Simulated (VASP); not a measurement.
# Cu (Fd-3m) in VASP: notebook

Runs on Cu. Level: r2SCAN. Tasks: single point.

All numbers are computed with VASP 6.6.1; they aren't measurements. Logs are shortened: lines on timing, memory, paths and dates and some standing lists are left out, and cuts for length are marked.

## (1) The cell of the first run

The structure is cubic, space group Fd-3m (No. 227). The conventional cell has a = 5.386 Å, b = 5.386 Å, c = 5.386 Å, α = 90.00°, β = 90.00°, γ = 90.00°. Within 3.1 Å of Cu (site symmetry -43m) lie 4 Cu at 2.33 Å.

## (2) Single point, r2SCAN (volume scaled by 1.08)

Input file POSCAR:

```
Cu
1.0
    0.0000000000      2.6927556979      2.6927556979
    2.6927556979      0.0000000000      2.6927556979
    2.6927556979      2.6927556979      0.0000000000
Cu
2
Direct
    0.1250000000      0.1250000000      0.1250000000
    0.8750000000      0.8750000000      0.8750000000
```

Input file INCAR.step1:

```
SYSTEM = Cu
PREC = Accurate ; ENCUT = 660
ISMEAR = -1 ; SIGMA = 0.1
LREAL = .False. ; LASPH = .True.
NELM = 120 ; NBANDS = 18
GGA = PE ; ALGO = Normal
EDIFF = 1E-5 ; LWAVE = .True.
LCHARG = .False. ; GGA_COMPAT = .False.
```

Input file INCAR.step2:

```
SYSTEM = Cu
PREC = Accurate ; ENCUT = 660
EDIFF = 1E-6 ; ISMEAR = -1
SIGMA = 0.1 ; LREAL = .False.
LASPH = .True. ; NELM = 120
ALGO = Normal ; ISIF = 2
LWAVE = .False. ; LCHARG = .False.
METAGGA = R2SCAN ; LMIXTAU = .True.
NBANDS = 18 ; ISTART = 1
GGA_COMPAT = .False.
```

Input file KPOINTS:

```
Automatic mesh
0
Gamma
  12 12 12
  0 0 0
```

Potentials or basis: VASP PAW PBE potentials, release 64 (Cu).

Command:

```console
$ cat potpaw_PBE.64/Cu/POTCAR > POTCAR
$ cp INCAR.step1 INCAR
$ mpirun -np 1 vasp_std > vasp.out
$ cp INCAR.step2 INCAR
$ mpirun -np 1 vasp_std > vasp.out
```

OUTCAR:

```text
SYSTEM = Cu
   PREC = Accurate
   ENCUT = 660
   EDIFF = 1E-6
   ISMEAR = -1
   LREAL = .False.
   LASPH = .True.
   NELM = 120
   ISIF = 2
   METAGGA = R2SCAN
   ISTART = 1

 ion  position               nearest neighbor table
   1  0.125  0.125  0.125-   2 2.33   2 2.33   2 2.33   2 2.33
   2  0.875  0.875  0.875-   1 2.33   1 2.33   1 2.33   1 2.33

  LATTYP: Found a face centered cubic cell.
 ALAT       =     5.3855113958

  Lattice vectors:

 A1 = (   0.0000000000,   2.6927556979,   2.6927556979)
 A2 = (   2.6927556979,   0.0000000000,   2.6927556979)
 A3 = (   2.6927556979,   2.6927556979,   0.0000000000)

Analysis of symmetry for initial positions (statically):
=====================================================================
 Subroutine PRICEL returns:
 Original cell was already a primitive cell.

 Routine SETGRP: Setting up the symmetry group for a
 face centered cubic supercell.

 Subroutine GETGRP returns: Found 48 space group operations
 (whereof 12 operations were pure point group operations)
 out of a pool of 48 trial point group operations.

The static configuration has the point symmetry D_3d.
 The point group associated with its full space group is O_h .

Analysis of symmetry for dynamics (positions and initial velocities):
=====================================================================
 Subroutine PRICEL returns:
 Original cell was already a primitive cell.

 Routine SETGRP: Setting up the symmetry group for a
 face centered cubic supercell.

 Subroutine GETGRP returns: Found 48 space group operations
 (whereof 12 operations were pure point group operations)
 out of a pool of 48 trial point group operations.

The dynamic configuration has the point symmetry D_3d.
 The point group associated with its full space group is O_h .

 Subroutine INISYM returns: Found 48 space group operations
 (whereof 12 operations are pure point group operations),
 and found     1 'primitive' translations

----------------------------------------------------------------------------------------

                                     Primitive cell

  volume of cell :      39.0500

  direct lattice vectors                    reciprocal lattice vectors
     0.000000000  2.692755698  2.692755698    -0.185683388  0.185683388  0.185683388
     2.692755698  0.000000000  2.692755698     0.185683388 -0.185683388  0.185683388
     2.692755698  2.692755698  0.000000000     0.185683388  0.185683388 -0.185683388

  length of vectors
     3.808131628  3.808131628  3.808131628     0.321613061  0.321613061  0.321613061

  position of ions in fractional coordinates (direct lattice)
     0.125000000  0.125000000  0.125000000
     0.875000000  0.875000000  0.875000000

  ion indices of the primitive-cell ions
   primitive index   ion index
                 1           1
                 2           2

----------------------------------------------------------------------------------------

 KPOINTS: Automatic mesh

Automatic generation of k-mesh.
 Grid dimensions read from file:
 generate k-points for:   12   12   12

 Generating k-lattice:

  Cartesian coordinates                     Fractional coordinates (reciprocal lattice)
    -0.015473616  0.015473616  0.015473616     0.083333333  0.000000000  0.000000000
     0.015473616 -0.015473616  0.015473616     0.000000000  0.083333333  0.000000000
     0.015473616  0.015473616 -0.015473616     0.000000000  0.000000000  0.083333333

  Length of vectors
     0.026801088  0.026801088  0.026801088

  Shift w.r.t. Gamma in fractional coordinates (k-lattice)
     0.000000000  0.000000000  0.000000000

 Subroutine IBZKPT returns following result:
 ===========================================

 Found     72 irreducible k-points:

 Following reciprocal coordinates:
            Coordinates               Weight
  0.000000  0.000000  0.000000      1.000000
  0.083333  0.000000  0.000000      8.000000
  0.166667  0.000000  0.000000      8.000000
  0.250000  0.000000  0.000000      8.000000
  0.333333  0.000000  0.000000      8.000000
  0.416667  0.000000  0.000000      8.000000
[... 16 lines left out ...]
  0.500000  0.166667  0.000000     24.000000
 -0.416667  0.166667  0.000000     24.000000
 [... further k-points ...]
   k-points           NKPTS =     72   k-points in BZ     NKDIM =     72   number of bands    NBANDS=     18
   number of dos      NEDOS =    301   number of ions     NIONS =      2
   total plane-waves  NPLWV =  32768
   dimension x,y,z NGX =    32 NGY =   32 NGZ =   32
   dimension x,y,z NGXF=    64 NGYF=   64 NGZF=   64
   ions per type =               2
   NGX,Y,Z   is equivalent  to a cutoff of  13.97, 13.97, 13.97 a.u.
   NGXF,Y,Z  is equivalent  to a cutoff of  27.94, 27.94, 27.94 a.u.
 SYSTEM =  Cu
   PREC   = accura    normal or accurate (medium, high low for compatibility)
   ISTART =      1    job   : 0-new  1-cont  2-samecut
   ICHARG =      0    charge: 1-file 2-atom 10-const
   ISPIN  =      1    spin polarized calculation?
   LNONCOLLINEAR =      F non collinear calculations
   LSORBIT =      F    spin-orbit coupling
   LASPH  =      T    aspherical Exc in radial PAW
   ENCUT  =  660.0 eV  48.51 Ry    6.96 a.u.   7.98  7.98  7.98*2*pi/ulx,y,z
   NELM   =    120;   NELMIN=  2; NELMDL=  0     # of ELM steps
   EDIFF  = 0.1E-05   stopping-criterion for ELM
   LREAL  =      F    real-space projection
   EDIFFG = 0.1E-04   stopping-criterion for IOM
   NSW    =      0    number of steps for IOM
   IBRION =     -1    ionic relax: 0-MD 1-quasi-New 2-CG
   NFREE  =      0    steps in history (QN), initial steepest desc. (CG)
   ISIF   =      2    stress and relaxation
   ISYM   =      2    0-nonsym 1-usesym 2-fastsym
   POTIM  = 0.5000    time-step for ionic-motion
   TEBEG  =    0.0;   TEEND  =   0.0 temperature during run
   PSTRESS=    0.0 pullay stress
   NELECT =      22.0000    total number of electrons
   NUPDOWN=      -1.0000    fix difference up-down
   EMIN   =  10.00;   EMAX   =-10.00  energy-range for DOS
   EFERMI =   0.00;   METHOD = LEGACY
   ISMEAR =    -1;   SIGMA  =   0.10  broadening in eV -4-tet -1-fermi 0-gaus
   EFERMI_NEDOS =   21; number of points for ismear=-14 and -15
   IALGO  =     38    algorithm
   IMIX   =      4    mixing-type and parameters
     AMIX     =   0.40;   BMIX     =  1.00
     AMIX_MAG =   1.60;   BMIX_MAG =  1.00
  volume/ion in A,a.u.               =      19.52       131.76
  Fermi-wavevector in a.u.,A,eV,Ry     =   1.352100  2.555098 24.873818  1.828174
  Thomas-Fermi vector in A             =   2.479467
   LORBIT       =      0    0 simple, 1 ext, 2 COOP (PROOUT), +10 PAW based schemes
   METAGGA = R2SCAN    functional components
   LHFCALC =     F    Hartree Fock is set to
   AEXX    =    0.0000 exact exchange contribution
   IVDW    =     0    specifies the selected vdW correction
   LEPSILON=     F    determine dielectric tensor
   LRPA    =     F    only Hartree local field effects (RPA)
 non-spin polarized calculation
  energy-cutoff  :      660.00
  volume of cell :       39.05
 maximum number of plane-waves:      1540
   NGX = 15   NGY = 15   NGZ = 15

 number of electron      22.0000012 magnetization

 Free energy of the ion-electron system (eV)
  ---------------------------------------------------
  ext. energy  EPLUGINS =         0.00000000
  ---------------------------------------------------
  free energy    TOTEN  =       -19.40428346 eV

  energy without entropy =      -19.37906198  energy(sigma->0) =      -19.39167272

 E-fermi :   2.5223     XC(G=0): -10.3352

 val. band max:        2.4616703054   @ k =  -0.4167   0.3333   0.0000
 cond. band min:       2.5404690406   @ k =  -0.4167   0.2500   0.0833
 fundamental gap:      0.0787987352
 Fermi energy:         2.5222560714

 k-point     1 :       0.0000    0.0000    0.0000
  band No.  band energies     occupation
      1      -3.7914      2.00000
      2      -0.5270      2.00000
      3      -0.5270      2.00000
      4      -0.5270      2.00000
      5      -0.5093      2.00000
      6      -0.5093      2.00000
[... 10 lines left out ...]
     17      13.3987      0.00000
     18      15.7174      0.00000

 k-point     2 :       0.0833    0.0000    0.0000
  band No.  band energies     occupation
      1      -3.6810      2.00000
      2      -0.5913      2.00000
      3      -0.5913      2.00000
      4      -0.5242      2.00000
      5      -0.4273      2.00000
      6      -0.4273      2.00000
[... 10 lines left out ...]
     17      14.0041      0.00000
     18      16.0578      0.00000

 k-point     3 :       0.1667    0.0000    0.0000
  band No.  band energies     occupation
      1      -3.3560      2.00000
      2      -0.6331      2.00000
      3      -0.6331      2.00000
      4      -0.5132      2.00000
      5      -0.3429      2.00000
      6      -0.3429      2.00000
[... 10 lines left out ...]
     17      14.7288      0.00000
     18      16.2587      0.00000

 k-point     4 :       0.2500    0.0000    0.0000
  band No.  band energies     occupation
      1      -2.8400      2.00000
      2      -0.6394      2.00000
      3      -0.6394      2.00000
      4      -0.4902      2.00000
      5      -0.2953      2.00000
      6      -0.2953      2.00000
[... 375 lines left out ...]
      4      -0.4959      2.00000
      5      -0.2569      2.00000
      6      -0.1695      2.00000
[... 10 lines left out ...]
     17      16.3759      0.00000
     18      16.7706      0.00000

 k-point    23 :       0.5000    0.1667    0.0000
  band No.  band energies     occupation
      1      -1.1891      2.00000
      2      -0.7440      2.00000
      3      -0.5362      2.00000
      4      -0.4957      2.00000
      5      -0.2350      2.00000
      6      -0.2255      2.00000
[... 10 lines left out ...]
     17      15.9914      0.00000
     18      17.4785      0.00000

 k-point    24 :      -0.4167    0.1667    0.0000
  band No.  band energies     occupation
      1      -1.1326      2.00000
      2      -0.6880      2.00000
      3      -0.5979      2.00000
      4      -0.4640      2.00000
      5      -0.3211      2.00000
      6      -0.1699      2.00000
[... 10 lines left out ...]
     17      15.7955      0.00000
     18      18.1430      0.00000

 [... further k-points ...]
[... 5 lines left out ...]
  --------------------------------------------------------------------------------------
  -------------------------------------------------------------------------------------
  Total       -0.9513350     -0.9513350     -0.9513350      0.0000000      0.0000000      0.0000000
  in kB      -39.0322141    -39.0322141    -39.0322141      0.0000000      0.0000000      0.0000000
  external PRESSURE =     -39.0322141 kB  Pullay stress =       0.0000000 kB

 VOLUME and BASIS-vectors are now :
 -----------------------------------------------------------------------------
  energy-cutoff  :      660.00
  volume of cell :       39.05
      direct lattice vectors                 reciprocal lattice vectors
     0.000000000  2.692755698  2.692755698    -0.185683388  0.185683388  0.185683388
     2.692755698  0.000000000  2.692755698     0.185683388 -0.185683388  0.185683388
     2.692755698  2.692755698  0.000000000     0.185683388  0.185683388 -0.185683388

 POSITION                                       TOTAL-FORCE (eV/Angst)
 -----------------------------------------------------------------------------------
      0.67319      0.67319      0.67319        -0.000000     -0.000000     -0.000000
      4.71232      4.71232      4.71232         0.000000      0.000000      0.000000
 -----------------------------------------------------------------------------------
    total drift:                                0.000000     -0.000000     -0.000000

  FREE ENERGIE OF THE ION-ELECTRON SYSTEM (eV)
  ---------------------------------------------------
  free  energy   TOTEN  =       -19.4042834625 eV

  energy  without entropy=      -19.3790619827  energy(sigma->0) =      -19.39167272
```

Wall time 2.4 min (1 thread of Intel Xeon 6975P-C (Granite Rapids), shared host); peak memory 0.22 GiB.

Results:

- Free energy: -19.4043 eV
- Pressure: -3.9 GPa
- Band gap on the k mesh: zero (band 11 reaches 3.14 eV, above the bottom of band 12 at 2.09 eV)

Levels at points of the mesh, in eV from the Fermi level:
| k point | band 9 | band 10 | band 11 | band 12 | band 13 | band 14 |
| --- | --- | --- | --- | --- | --- | --- |
| (0.00, 0.00, 0.00) | -1.93 | -1.34 | -1.34 | 9.95 | 9.95 | 9.95 |
| (0.50, 0.00, 0.00) | -1.39 | -1.39 | -1.39 | -0.43 | 7.24 | 7.24 |
| (0.50, 0.50, 0.00) | -1.30 | -1.30 | 0.22 | 0.22 | 3.89 | 3.89 |

Caveat: the cell differs from its parent crystal (volume scaled by 1.08); the PAW data sets were made with another functional, which shifts forces and pressure a little.

## (3) Single point, r2SCAN (volume scaled by 1.12)

Input file POSCAR:

```
Cu
1.0
    0.0000000000      2.7255974187      2.7255974187
    2.7255974187      0.0000000000      2.7255974187
    2.7255974187      2.7255974187      0.0000000000
Cu
2
Direct
    0.1250000000      0.1250000000      0.1250000000
    0.8750000000      0.8750000000      0.8750000000
```

Input file INCAR.step1:

```
SYSTEM = Cu
PREC = Accurate ; ENCUT = 660
ISMEAR = -1 ; SIGMA = 0.1
LREAL = .FALSE. ; LASPH = .TRUE.
NELM = 120 ; NBANDS = 18
GGA = PE ; ALGO = Normal
EDIFF = 1E-5 ; LWAVE = .TRUE.
LCHARG = .FALSE. ; GGA_COMPAT = .FALSE.
```

Input file INCAR.step2:

```
SYSTEM = Cu
PREC = Accurate ; ENCUT = 660
EDIFF = 1E-6 ; ISMEAR = -1
SIGMA = 0.1 ; LREAL = .FALSE.
LASPH = .TRUE. ; NELM = 120
ALGO = Normal ; ISIF = 2
LWAVE = .FALSE. ; LCHARG = .FALSE.
METAGGA = R2SCAN ; LMIXTAU = .TRUE.
NBANDS = 18 ; ISTART = 1
GGA_COMPAT = .FALSE.
```

Input file KPOINTS:

```
regular mesh
0
G
  12 12 12
  0 0 0
```

Potentials or basis: VASP PAW PBE potentials, release 64 (Cu).

Command:

```console
$ cat potpaw_PBE.64/Cu/POTCAR > POTCAR
$ cp INCAR.step1 INCAR
$ mpirun -np 1 vasp_std > vasp.out
$ cp INCAR.step2 INCAR
$ mpirun -np 1 vasp_std > vasp.out
```

Wall time 2.7 min (1 thread of Intel Xeon 6975P-C (Granite Rapids), shared host); peak memory 0.22 GiB.

The run converged. Its results:

```
Free energy            : -19.3627 eV
Pressure               : -5.4 GPa
Band gap on the k mesh : zero (band 11 reaches 2.84 eV, above the bottom of band 12 at 1.81 eV)
```

Levels at points of the mesh, in eV from the Fermi level:
```tsv
k point	band 7	band 8	band 9	band 10	band 11	band 12	band 13	band 14	band 15	band 16
(0.00, 0.00, 0.00)	-1.87	-1.87	-1.87	-1.31	-1.31	9.69	9.69	9.69	10.65	10.65
(0.50, 0.00, 0.00)	-1.72	-1.72	-1.36	-1.36	-1.29	-0.45	7.08	7.08	11.07	11.20
(0.50, 0.50, 0.00)	-2.07	-2.07	-1.27	-1.27	0.20	0.20	3.85	3.85	7.93	7.93
```

Caveat: the cell differs from its parent crystal (volume scaled by 1.12); the PAW data sets were made with another functional, which shifts forces and pressure a little.

## (4) Single point, r2SCAN

This run uses another cell than the first one, of 18.08 Å³/atom, 0.926 times its volume.

Input file POSCAR:

```
Cu
1.0
    0.0000000000      2.6245551417      2.6245551417
    2.6245551417      0.0000000000      2.6245551417
    2.6245551417      2.6245551417      0.0000000000
Cu
2
Direct
    0.1250000000      0.1250000000      0.1250000000
    0.8750000000      0.8750000000      0.8750000000
```

Input file INCAR.step1:

```
SYSTEM = Cu
  ALGO = Normal
  EDIFF = 1E-5
  ENCUT = 660
  GGA = PE
  GGA_COMPAT = .False.
  ISMEAR = -1
  LASPH = .True.
  LCHARG = .False.
  LREAL = .False.
  LWAVE = .True.
  NBANDS = 18
  NELM = 120
  PREC = Accurate
  SIGMA = 0.1
```

Input file INCAR.step2:

```
SYSTEM = Cu
  ALGO = Normal
  EDIFF = 1E-6
  ENCUT = 660
  GGA_COMPAT = .False.
  ISIF = 2
  ISMEAR = -1
  ISTART = 1
  LASPH = .True.
  LCHARG = .True.
  LELF = .True.
  LMIXTAU = .True.
  LREAL = .False.
  LVHAR = .True.
  LWAVE = .False.
  METAGGA = R2SCAN
  NBANDS = 18
  NELM = 120
  PREC = Accurate
  SIGMA = 0.1
```

Input file KPOINTS:

```
k-points
0
Gamma
  17 17 17
  0 0 0
```

Potentials or basis: VASP PAW PBE potentials, release 64 (Cu).

Command:

```console
$ cat potpaw_PBE.64/Cu/POTCAR > POTCAR
$ cp INCAR.step1 INCAR
$ mpirun -np 1 vasp_std > vasp.out
$ cp INCAR.step2 INCAR
$ mpirun -np 1 vasp_std > vasp.out
```

OUTCAR:

```text
SYSTEM = Cu
   EDIFF = 1E-6
   ENCUT = 660
   ISIF = 2
   ISMEAR = -1
   ISTART = 1
   LASPH = .True.
   LREAL = .False.
   METAGGA = R2SCAN
   NELM = 120
   PREC = Accurate

 ion  position               nearest neighbor table
   1  0.125  0.125  0.125-   2 2.27   2 2.27   2 2.27   2 2.27
   2  0.875  0.875  0.875-   1 2.27   1 2.27   1 2.27   1 2.27

  LATTYP: Found a face centered cubic cell.
 ALAT       =     5.2491102834

  Lattice vectors:

 A1 = (   0.0000000000,   2.6245551417,   2.6245551417)
 A2 = (   2.6245551417,   0.0000000000,   2.6245551417)
 A3 = (   2.6245551417,   2.6245551417,   0.0000000000)
[... 672 lines left out ...]
      5      -0.0265      2.00000
      6       0.0425      2.00000
[... 10 lines left out ...]
     17      16.2285      0.00000
     18      17.0523      0.00000

 [... further k-points ...]
[... 5 lines left out ...]
  --------------------------------------------------------------------------------------
  -------------------------------------------------------------------------------------
  Total        0.0732247      0.0732247      0.0732247      0.0000000      0.0000000      0.0000000
  in kB        3.2446739      3.2446739      3.2446739      0.0000000      0.0000000      0.0000000
  external PRESSURE =       3.2446739 kB  Pullay stress =       0.0000000 kB

 VOLUME and BASIS-vectors are now :
 -----------------------------------------------------------------------------
  energy-cutoff  :      660.00
  volume of cell :       36.16
      direct lattice vectors                 reciprocal lattice vectors
     0.000000000  2.624555142  2.624555142    -0.190508476  0.190508476  0.190508476
     2.624555142  0.000000000  2.624555142     0.190508476 -0.190508476  0.190508476
     2.624555142  2.624555142  0.000000000     0.190508476  0.190508476 -0.190508476

 POSITION                                       TOTAL-FORCE (eV/Angst)
 -----------------------------------------------------------------------------------
      0.65614      0.65614      0.65614         0.000000      0.000000      0.000000
      4.59297      4.59297      4.59297        -0.000000     -0.000000     -0.000000
 -----------------------------------------------------------------------------------
    total drift:                                0.000000      0.000000     -0.000000

  FREE ENERGIE OF THE ION-ELECTRON SYSTEM (eV)
  ---------------------------------------------------
  free  energy   TOTEN  =       -19.4382462587 eV

  energy  without entropy=      -19.4139291455  energy(sigma->0) =      -19.42608770
```

OUTCAR.step1:

```text
SYSTEM = Cu
   EDIFF = 1E-5
   ENCUT = 660
   GGA = PE
   ISMEAR = -1
   LASPH = .True.
   LREAL = .False.
[... 725 lines left out ...]
      0.65614      0.65614      0.65614        -0.000000      0.000000     -0.000000
      4.59297      4.59297      4.59297         0.000000     -0.000000      0.000000
 -----------------------------------------------------------------------------------
    total drift:                                0.000000      0.000000     -0.000000

  FREE ENERGIE OF THE ION-ELECTRON SYSTEM (eV)
  ---------------------------------------------------
  free  energy   TOTEN  =        -5.3855738118 eV

  energy  without entropy=       -5.3597375679  energy(sigma->0) =       -5.37265569
```

It took 4.8 min on 1 thread of Intel Xeon 6975P-C (Granite Rapids), shared host; peak memory 0.27 GiB.

What came out:

```
Free energy            : -19.4382 eV
Pressure               : 0.3 GPa
Band gap on the k mesh : zero (band 11 reaches 3.64 eV, above the bottom of band 12 at 2.75 eV)
```

Caveat: the PAW data sets were made with another functional, which shifts forces and pressure a little.

## (5) Overview

```csv
cell,k mesh,gap on the mesh (eV),pressure (GPa)
"a = 3.808 Å, angles 60.0°, 2 atoms",12 × 12 × 12,none,-3.9
"a = 3.855 Å, angles 60.0°, 2 atoms",12 × 12 × 12,none,-5.4
"a = 3.712 Å, angles 60.0°, 2 atoms",17 × 17 × 17,none,0.3
```

Alike in all rows: task single point; level r2SCAN; potentials or basis VASP PAW PBE potentials, release 64 (Cu); no spin polarisation; cutoff (eV) 660; smearing fermi-dirac 0.1 eV.

Caveats: the PAW data sets were made with another functional, which shifts forces and pressure a little.

Total energies depend on the potentials used, so only differences within one code and one set of settings carry meaning.
